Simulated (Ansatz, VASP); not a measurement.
# One calculation of BP, two programs

File INCAR:

```
ALGO = Normal ; EDIFF = 1E-7
ENCUT = 520 ; GGA = PE
ISIF = 2 ; ISMEAR = 0
LASPH = True ; LCHARG = False
LREAL = False ; LWAVE = False
NBANDS = 11 ; NELM = 80
PREC = Accurate ; SIGMA = 0.05
```

File KPOINTS:

```
k-points
0
Gamma
  10 10 10
```

Contents of POSCAR:

```
BP
1.0
    0.0000000000      2.1782400000      2.1782400000
    2.1782400000      0.0000000000      2.1782400000
    2.1782400000      2.1782400000      0.0000000000
B P
1 1
Direct
    0.0000000000      0.0000000000      0.0000000000
    0.7500000000      0.7500000000      0.7500000000
```

Input for Ansatz:

```yaml
crystal:
  lattice:
    - [0.0, 2.17824, 2.17824]
    - [2.17824, 0.0, 2.17824]
    - [2.17824, 2.17824, 0.0]
  atoms:
    - { symbol: B, position: [0.0, 0.0, 0.0] }
    - { symbol: P, position: [0.75, 0.75, 0.75] }
basis:
  ecutwfc: 420
kpoints:
  mp_grid: { grid: [10, 10, 10] }
hamiltonian:
  xc: pbe
scf:
  occupations: { method: gaussian, width: 0.05 }
output:
  forces: true
  stress: true
  eigenvalues: true
```

Change from the starting cell: strain -0.040 along x and y, -0.040 along z, atoms carried along.

Alike in both runs: task single point; functional PBE; k mesh 10 × 10 × 10; occupations gaussian, width 0.05 eV; no spin polarisation.

|  | VASP | Ansatz |
| --- | --- | --- |
| version | VASP 6.6.1 | Ansatz 0.2.0 |
| potentials or method | VASP PAW PBE potentials, release 64 (B, P), cutoff 520 eV | scalar-relativistic, plane waves, PAW |
| valence electrons in the cell | 8 | 8 |

```csv
,VASP,Ansatz,Ansatz less VASP
gap on the k mesh at the Fermi level (eV),1.07,1.07,+0.006
least direct gap on the mesh (eV),3.62,3.62,+0.005
pressure (GPa),26.4,26.7,+0.37
```
